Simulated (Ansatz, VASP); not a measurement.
## Two plane-wave programs on MgO

File INCAR:

```
SYSTEM = MgO
PREC     = Accurate       ! precision mode
ENCUT    = 520            ! plane-wave cutoff, eV
EDIFF    = 1E-7           ! SCF threshold, eV
ISMEAR   = 0              ! smearing method
SIGMA    = 0.05           ! smearing width, eV
LREAL    = .FALSE.        ! projectors in reciprocal space
LASPH    = .TRUE.         ! aspherical terms in the spheres
NELM     = 100            ! most SCF steps
ALGO     = Normal         ! electronic algorithm
ISIF     = 2              ! what is computed and relaxed
LWAVE    = .FALSE.        ! write WAVECAR
LCHARG   = .FALSE.        ! write CHGCAR
GGA      = CA             ! functional
NBANDS   = 36             ! bands
```

File KPOINTS:

```
Automatic mesh
0
G
  4 4 4
  0 0 0
```

POSCAR

```
MgO
1.0
    5.5230736673      0.0000000000      0.0000000000
    0.0000000000      5.5230736673      0.0000000000
    0.0000000000      0.0000000000      5.5230736673
Mg O
6 6
Direct
    0.2500000000      0.0003168962      0.5000000000
    0.0000000000      0.4996831038      0.2500000000
    0.5000000000      0.7500000000      0.0000000000
    0.7500000000      0.0003168962      0.5000000000
    0.0000000000      0.4996831038      0.7500000000
    0.5000000000      0.2500000000      0.0000000000
    0.2500000000      0.5362151813      0.0000000000
    0.5000000000     -0.0362151813      0.2500000000
    0.0000000000      0.7500000000      0.5000000000
    0.7500000000      0.5362151813      0.0000000000
    0.5000000000     -0.0362151813      0.7500000000
    0.0000000000      0.2500000000      0.5000000000
```

Input for Ansatz:

```yaml
crystal:
  lattice:
    - [5.5230736673, 0.0, 0.0]
    - [0.0, 5.5230736673, 0.0]
    - [0.0, 0.0, 5.5230736673]
  atoms:
    - { symbol: Mg, position: [0.25, 0.0003168962, 0.5] }
    - { symbol: Mg, position: [0.0, 0.4996831038, 0.25] }
    - { symbol: Mg, position: [0.5, 0.75, 0.0] }
    - { symbol: Mg, position: [0.75, 0.0003168962, 0.5] }
    - { symbol: Mg, position: [0.0, 0.4996831038, 0.75] }
    - { symbol: Mg, position: [0.5, 0.25, 0.0] }
    - { symbol: O, position: [0.25, 0.5362151813, 0.0] }
    - { symbol: O, position: [0.5, -0.0362151813, 0.25] }
    - { symbol: O, position: [0.0, 0.75, 0.5] }
    - { symbol: O, position: [0.75, 0.5362151813, 0.0] }
    - { symbol: O, position: [0.5, -0.0362151813, 0.75] }
    - { symbol: O, position: [0.0, 0.25, 0.5] }
basis:
  ecutwfc: 520.0
kpoints:
  mp_grid: { grid: [4, 4, 4] }
hamiltonian:
  xc: lda
  pseudopotentials: { kind: paw, azcp: { folder: soft_1 } }
scf:
  occupations: { method: gaussian, width: 0.05 }
output:
  forces: true
  stress: true
  eigenvalues: true
```

Change from the starting cell: mode 14 frozen in at -0.072 Å and mode 24 at +0.144 Å (largest displacements).

Alike in both runs: task single point; functional LDA; k mesh 4 × 4 × 4; occupations gaussian, width 0.05 eV; no spin polarisation.

```csv
,VASP,Ansatz
version,VASP 6.6.1,Ansatz 0.2.0
potentials or method,"VASP PAW LDA potentials, release 64 (Mg, O), cutoff 520 eV","scalar-relativistic, plane waves, PAW"
valence electrons in the cell,48,96
```

```tsv
	VASP	Ansatz	Ansatz less VASP
gap on the k mesh at the Fermi level (eV)	2.61	2.62	+0.012
least direct gap on the mesh (eV)	2.61	2.62	+0.012
pressure (GPa)	0.7	1.3	+0.60
traceless stress, the component that is largest in VASP (GPa)	-0.65	-0.67	-0.022
rms of the force components (eV/Å)	1.015	0.987	-0.0280
```

Ansatz warns that its potentials were made for another functional, while VASP's fit it. LDA's correlation is that of Perdew and Zunger in VASP and of Perdew and Wang (1992) in Ansatz. Atom by atom the forces differ by 0.029 eV/Å (rms over components). VASP's potentials hold 48 valence electrons a cell and Ansatz's 96, so a difference there can come from the potentials and not from the codes.
